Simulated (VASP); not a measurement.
# TaHO2 (P-6m2) in VASP: relaxation of cell and atoms with PBE

Aim: the relaxation of cell and atoms of TaHO2 with PBE.

All numbers are computed with VASP 6.6.1; they aren't measurements. Logs are shortened: lines on timing, memory, paths and dates and some standing lists are left out, and cuts for length are marked.

### Step 1. The cell of the first run

Symmetry: P-6m2, No. 187, hexagonal system. Conventional cell: a = 2.940 Å, b = 2.940 Å, c = 5.620 Å, α = 90.00°, β = 90.00°, γ = 120.00°. Within 2.8 Å of Ta (site symmetry -6m2) lie 6 O at 2.10 Å. Within 3.1 Å of H (site symmetry -6m2) lie 6 O at 2.32 Å and 6 H at 2.94 Å. O (site symmetry 3m) has 3 Ta at 2.10 Å and 3 H at 2.32 Å and 1 O at 2.47 Å within 2.8 Å.

### Step 2. Relaxation of cell and atoms, PBE

File INCAR:

```
  PREC = Accurate
  ENCUT = 700
  EDIFF = 1E-7
  ISMEAR = 0
  SIGMA = 0.1
  LREAL = F
  LASPH = T
  NELM = 120
  ALGO = Normal
  ISIF = 3
  LWAVE = F
  LCHARG = F
  GGA = PE
  IBRION = 2
  NSW = 100
  EDIFFG = -0.01
  GGA_COMPAT = F
  NELMIN = 4
```

File KPOINTS:

```
regular mesh
0
Gamma
  18 18 8
```

File POSCAR:

```
TaHO2
1.0
    2.9404304558      0.0000000000      0.0000000000
   -1.4702152279      2.5464874728      0.0000000000
    0.0000000000      0.0000000000      5.6200090400
Ta H O
1 1 2
Direct
    0.3333333333      0.6666666667      0.0000000000
    0.6666666667      0.3333333333      0.5000000000
    0.0000000000      0.0000000000      0.2195824288
    0.0000000000      0.0000000000      0.7804175712
```

Potentials or basis: VASP PAW PBE potentials, release 64 (Ta_sv_GW, H, O).

Command:

```console
$ cat potpaw_PBE.64/Ta_sv_GW/POTCAR potpaw_PBE.64/H/POTCAR potpaw_PBE.64/O/POTCAR > POTCAR
$ mpirun -np 1 vasp_std > vasp.out
```

OUTCAR:

```text
PREC = Accurate
   ENCUT = 700
   EDIFF = 1E-7
   ISMEAR = 0
   LREAL = F
   LASPH = T
   NELM = 120
   ISIF = 3
   GGA = PE
   IBRION = 2
   NSW = 100
   EDIFFG = -0.01
   NELMIN = 4

 ion  position               nearest neighbor table
   1  0.333  0.667  0.000-   3 2.10   4 2.10   3 2.10   4 2.10   3 2.10   4 2.10
   2  0.667  0.333  0.500-
   3  0.000  0.000  0.220-   1 2.10   1 2.10   1 2.10
   4  0.000  0.000  0.780-   1 2.10   1 2.10   1 2.10

  LATTYP: Found a hexagonal cell.
 ALAT       =     2.9404304558
 C/A-ratio  =     1.9112878623

  Lattice vectors:

 A1 = (   2.9404304558,   0.0000000000,   0.0000000000)
 A2 = (  -1.4702152279,   2.5464874728,   0.0000000000)
 A3 = (   0.0000000000,   0.0000000000,   5.6200090400)

Analysis of symmetry for initial positions (statically):
=====================================================================
 Subroutine PRICEL returns:
 Original cell was already a primitive cell.

 Routine SETGRP: Setting up the symmetry group for a
 hexagonal supercell.

 Subroutine GETGRP returns: Found 12 space group operations
 (whereof 12 operations were pure point group operations)
 out of a pool of 24 trial point group operations.

The static configuration has the point symmetry D_3h.

Analysis of symmetry for dynamics (positions and initial velocities):
=====================================================================
 Subroutine PRICEL returns:
 Original cell was already a primitive cell.

 Routine SETGRP: Setting up the symmetry group for a
 hexagonal supercell.

 Subroutine GETGRP returns: Found 12 space group operations
 (whereof 12 operations were pure point group operations)
 out of a pool of 24 trial point group operations.

The dynamic configuration has the point symmetry D_3h.

 Subroutine INISYM returns: Found 12 space group operations
 (whereof 12 operations are pure point group operations),
 and found     1 'primitive' translations

----------------------------------------------------------------------------------------

                                     Primitive cell

  volume of cell :      42.0813

  direct lattice vectors                    reciprocal lattice vectors
     2.940430456  0.000000000  0.000000000     0.340086261  0.196348894  0.000000000
    -1.470215228  2.546487473  0.000000000     0.000000000  0.392697789  0.000000000
     0.000000000  0.000000000  5.620009040     0.000000000  0.000000000  0.177935657

  length of vectors
     2.940430456  2.940430456  5.620009040     0.392697789  0.392697789  0.177935657

  position of ions in fractional coordinates (direct lattice)
     0.333333333  0.666666667  0.000000000
     0.666666667  0.333333333  0.500000000
     0.000000000  0.000000000  0.219582429
     0.000000000  0.000000000  0.780417571

  ion indices of the primitive-cell ions
   primitive index   ion index
                 1           1
                 2           2
                 3           3
                 4           4

----------------------------------------------------------------------------------------

 KPOINTS: regular mesh

Automatic generation of k-mesh.
 Grid dimensions read from file:
 generate k-points for:   18   18    8

 Generating k-lattice:

  Cartesian coordinates                     Fractional coordinates (reciprocal lattice)
     0.018893681  0.010908272  0.000000000     0.055555556 -0.000000000  0.000000000
     0.000000000  0.021816544  0.000000000     0.000000000  0.055555556  0.000000000
     0.000000000  0.000000000  0.022241957     0.000000000  0.000000000  0.125000000

  Length of vectors
     0.021816544  0.021816544  0.022241957

  Shift w.r.t. Gamma in fractional coordinates (k-lattice)
     0.000000000  0.000000000  0.000000000

 Subroutine IBZKPT returns following result:
 ===========================================

 Found    185 irreducible k-points:

 Following reciprocal coordinates:
            Coordinates               Weight
  0.000000  0.000000  0.000000      1.000000
  0.055556 -0.000000  0.000000      6.000000
  0.111111 -0.000000  0.000000      6.000000
  0.166667  0.000000  0.000000      6.000000
  0.222222  0.000000  0.000000      6.000000
  0.277778 -0.000000  0.000000      6.000000
[... 16 lines left out ...]
  0.333333  0.111111  0.000000     12.000000
  0.388889  0.111111  0.000000     12.000000
 [... further k-points ...]
   k-points           NKPTS =    185   k-points in BZ     NKDIM =    185   number of bands    NBANDS=     17
   number of dos      NEDOS =    301   number of ions     NIONS =      4
   total plane-waves  NPLWV =  37632
   dimension x,y,z NGX =    28 NGY =   28 NGZ =   48
   dimension x,y,z NGXF=    56 NGYF=   56 NGZF=   96
   ions per type =               1   1   2
   NGX,Y,Z   is equivalent  to a cutoff of  15.83, 15.83, 14.20 a.u.
   NGXF,Y,Z  is equivalent  to a cutoff of  31.66, 31.66, 28.40 a.u.
 SYSTEM =  unknown system
   PREC   = accura    normal or accurate (medium, high low for compatibility)
   ISTART =      0    job   : 0-new  1-cont  2-samecut
   ICHARG =      2    charge: 1-file 2-atom 10-const
   ISPIN  =      1    spin polarized calculation?
   LNONCOLLINEAR =      F non collinear calculations
   LSORBIT =      F    spin-orbit coupling
   LASPH  =      T    aspherical Exc in radial PAW
   ENCUT  =  700.0 eV  51.45 Ry    7.17 a.u.   6.34  6.34 12.12*2*pi/ulx,y,z
   NELM   =    120;   NELMIN=  4; NELMDL= -5     # of ELM steps
   EDIFF  = 0.1E-06   stopping-criterion for ELM
   LREAL  =      F    real-space projection
   EDIFFG = -.1E-01   stopping-criterion for IOM
   NSW    =    100    number of steps for IOM
   IBRION =      2    ionic relax: 0-MD 1-quasi-New 2-CG
   NFREE  =      1    steps in history (QN), initial steepest desc. (CG)
   ISIF   =      3    stress and relaxation
   ISYM   =      2    0-nonsym 1-usesym 2-fastsym
   POTIM  = 0.5000    time-step for ionic-motion
   TEBEG  =    0.0;   TEEND  =   0.0 temperature during run
   PSTRESS=    0.0 pullay stress
   NELECT =      26.0000    total number of electrons
   NUPDOWN=      -1.0000    fix difference up-down
   EMIN   =  10.00;   EMAX   =-10.00  energy-range for DOS
   EFERMI =   0.00;   METHOD = LEGACY
   ISMEAR =     0;   SIGMA  =   0.10  broadening in eV -4-tet -1-fermi 0-gaus
   EFERMI_NEDOS =   21; number of points for ismear=-14 and -15
   IALGO  =     38    algorithm
   IMIX   =      4    mixing-type and parameters
     AMIX     =   0.40;   BMIX     =  1.00
     AMIX_MAG =   1.60;   BMIX_MAG =  1.00
  volume/ion in A,a.u.               =      10.52        70.99
  Fermi-wavevector in a.u.,A,eV,Ry     =   1.394342  2.634925 26.452324  1.944191
  Thomas-Fermi vector in A             =   2.517901
   LORBIT       =      0    0 simple, 1 ext, 2 COOP (PROOUT), +10 PAW based schemes
   GGA     = PE    functional components
   LHFCALC =     F    Hartree Fock is set to
   AEXX    =    0.0000 exact exchange contribution
   IVDW    =     0    specifies the selected vdW correction
   LEPSILON=     F    determine dielectric tensor
   LRPA    =     F    only Hartree local field effects (RPA)
 conjugate gradient relaxation of ions
 non-spin polarized calculation
 Gauss-broadening in eV      SIGMA  =   0.10
  energy-cutoff  :      700.00
  volume of cell :       42.08
 maximum number of plane-waves:      1794
 NGX is ok and might be reduce to    28
   NGX = 13   NGY = 13   NGZ = 25

--------------------------------------- Ionic step        1  -------------------------------------------

 number of electron      26.0000002 magnetization

 Free energy of the ion-electron system (eV)
  ---------------------------------------------------
  ext. energy  EPLUGINS =         0.00000000
  ---------------------------------------------------
  free energy    TOTEN  =       -31.81841900 eV

  energy without entropy =      -31.80906036  energy(sigma->0) =      -31.81373968

------------------------ aborting loop because EDIFF is reached ----------------------------------------

  FORCE on cell =-STRESS in cart. coord.  units (eV):
  Direction    XX          YY          ZZ          XY          YZ          ZX
  --------------------------------------------------------------------------------------
  -------------------------------------------------------------------------------------
  Total        0.1386920      0.1386920     -0.0970167      0.0000000     -0.0000000      0.0000000
  in kB        5.2804705      5.2804705     -3.6937495      0.0000000     -0.0000000      0.0000000
  external PRESSURE =       2.2890638 kB  Pullay stress =       0.0000000 kB
[... 95 lines left out ...]
  FREE ENERGIE OF THE ION-ELECTRON SYSTEM (eV)
  ---------------------------------------------------
  free  energy   TOTEN  =       -31.8187297541 eV

  energy  without entropy=      -31.8093144777  energy(sigma->0) =      -31.81402212

[... ionic steps 4 to 10 ...]

--------------------------------------- Ionic step       11  -------------------------------------------

 number of electron      25.9999996 magnetization

------------------------ aborting loop because EDIFF is reached ----------------------------------------

  FORCE on cell =-STRESS in cart. coord.  units (eV):
  Direction    XX          YY          ZZ          XY          YZ          ZX
  --------------------------------------------------------------------------------------
  -------------------------------------------------------------------------------------
  Total        0.0323185      0.0323185      0.1122945      0.0000000      0.0000000      0.0000000
  in kB        1.2526829      1.2526829      4.3526045      0.0000000      0.0000000      0.0000000
  external PRESSURE =       2.2859901 kB  Pullay stress =       0.0000000 kB
[... 61 lines left out ...]
  energy  without entropy=      -31.8120284293  energy(sigma->0) =      -31.81625181

--------------------------------------- Ionic step       13  -------------------------------------------

 number of electron      25.9999996 magnetization

 Free energy of the ion-electron system (eV)
  ---------------------------------------------------
  ext. energy  EPLUGINS =         0.00000000
  ---------------------------------------------------
  free energy    TOTEN  =       -31.82060231 eV

  energy without entropy =      -31.81210396  energy(sigma->0) =      -31.81635313

 E-fermi :   5.8115     XC(G=0): -11.2222

 val. band max:        5.8008483913   @ k =   0.2222   0.1111   0.0000
 cond. band min:       5.8207673862   @ k =   0.2222   0.1667   0.0000
 fundamental gap:      0.0199189949
 Fermi energy:         5.8114949677

 k-point     1 :       0.0000    0.0000    0.0000
  band No.  band energies     occupation
      1     -62.7327      2.00000
      2     -29.4622      2.00000
      3     -28.7253      2.00000
      4     -28.7253      2.00000
      5     -14.5006      2.00000
      6     -12.6337      2.00000
[... 9 lines left out ...]
     16       8.9633      0.00000
     17       9.9497      0.00000
[... 443 lines left out ...]
      1     -62.6559      2.00000
      2     -29.7502      2.00000
      3     -29.2029      2.00000
      4     -29.0315      2.00000
      5     -13.1599      2.00000
      6     -13.0846      2.00000
[... 9 lines left out ...]
     16      10.6692      0.00000
     17      11.4003      0.00000

 [... further k-points ...]

------------------------ aborting loop because EDIFF is reached ----------------------------------------

  FORCE on cell =-STRESS in cart. coord.  units (eV):
  Direction    XX          YY          ZZ          XY          YZ          ZX
  --------------------------------------------------------------------------------------
  -------------------------------------------------------------------------------------
  Total       -0.0195585     -0.0195585      0.0207418     -0.0000000      0.0000000      0.0000000
  in kB       -0.7574532     -0.7574532      0.8032773     -0.0000000      0.0000000      0.0000000
  external PRESSURE =      -0.2372097 kB  Pullay stress =       0.0000000 kB
[... 19 lines left out ...]
  FREE ENERGIE OF THE ION-ELECTRON SYSTEM (eV)
  ---------------------------------------------------
  free  energy   TOTEN  =       -31.8206023067 eV

  energy  without entropy=      -31.8121039624  energy(sigma->0) =      -31.81635313

 reached required accuracy - stopping structural energy minimisation
```

Wall time 27 min (1 thread of Intel Xeon Platinum 8488C (Sapphire Rapids), shared host); peak memory 0.4 GiB.

Results:

```
Free energy                           : -31.8206 eV
Relaxed volume                        : 10.34 Å³/atom
Relaxed cell                          : a = 2.940 Å, b = 2.940 Å, c = 5.526 Å, α = 90.00°, β = 90.00°, γ = 120.00°
Space group after relaxing (to 0.1 Å) : P-6m2 (No. 187)
Energy gained by relaxing             : 0.5 meV/atom
Ionic steps                           : 13
Pressure after relaxing               : 0.0 GPa
Band gap on the k mesh                : zero (bands 13 and 14 overlap by 0.84 eV)
```

Stress tensor (GPa, compression positive):
```
-0.08  0.00  0.00
 0.00 -0.08  0.00
 0.00  0.00  0.08
```

The path:
```
step  energy change (eV)  largest force (eV/Å)  pressure (GPa)  volume (Å³)
   1              0.0000                0.0449            0.23        42.08
   2             -0.0003                0.0051           -0.60        42.17
   3             -0.0003                0.0049           -0.42        42.15
   4             -0.0007                0.0351           -0.25        42.07
   5             -0.0007                0.0396           -0.31        42.06
   6             -0.0007                0.0494           -0.22        42.03
   7             -0.0008                0.0694           -0.11        41.98
   8             -0.0011                0.0648           -0.09        41.91
   9             -0.0017                0.0511            0.02        41.68
  10             -0.0021                0.0240            0.28        41.24
  11             -0.0021                0.0305            0.23        41.34
  12             -0.0021                0.0439           -0.44        41.43
  13             -0.0022                0.0014           -0.02        41.37
```

Final structure:
```
Ta H O
1.0
     2.94023    0.00000    0.00000
    -1.47011    2.54631    0.00000
     0.00000    0.00000    5.52584
Ta H O
1 1 2
Direct
  0.33333 0.66667 0.00000
  0.66667 0.33333 0.50000
  0.00000 0.00000 0.22433
  0.00000 0.00000 0.77567
```

Caveat: spin-orbit coupling is left out, which moves the levels of the heavy elements.
